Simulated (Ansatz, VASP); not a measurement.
Two plane-wave programs on Si2Mo

```xyz
3
Lattice="3.4890 0.0000 0.0000 0.0000 3.4890 0.0000 0.0000 0.0000 4.7609" Properties=species:S:1:pos:R:3 pbc="T T T"
Si    0.0000    0.0000    0.0000
Si    1.7445    1.7445    2.3804
Mo    1.7445    1.7445    0.0000
```

Alike in both runs: functional PBE; k mesh 14 × 14 × 10; occupations gaussian, width 0.1 eV; no spin polarisation.

Ansatz relaxed the structure, and its values are those at the end. VASP's run is a single point on that final structure, the one shown.

|  | VASP | Ansatz |
| --- | --- | --- |
| version | VASP 6.6.1 | Ansatz 0.2.0 |
| potentials or method | VASP PAW PBE potentials, release 64 (Si, Mo_sv), cutoff 520 eV | scalar-relativistic, plane waves, PAW |
| valence electrons in the cell | 22 | 22 |

```csv
,VASP,Ansatz,Ansatz less VASP
gap on the k mesh at the Fermi level (eV),none,none,-
pressure (GPa),0.1,0.0,-0.10
```

A gap of «none» marks a metal or a gap that the smearing closes. The functional is the same, so the differences come from potentials, cutoffs and numerics.
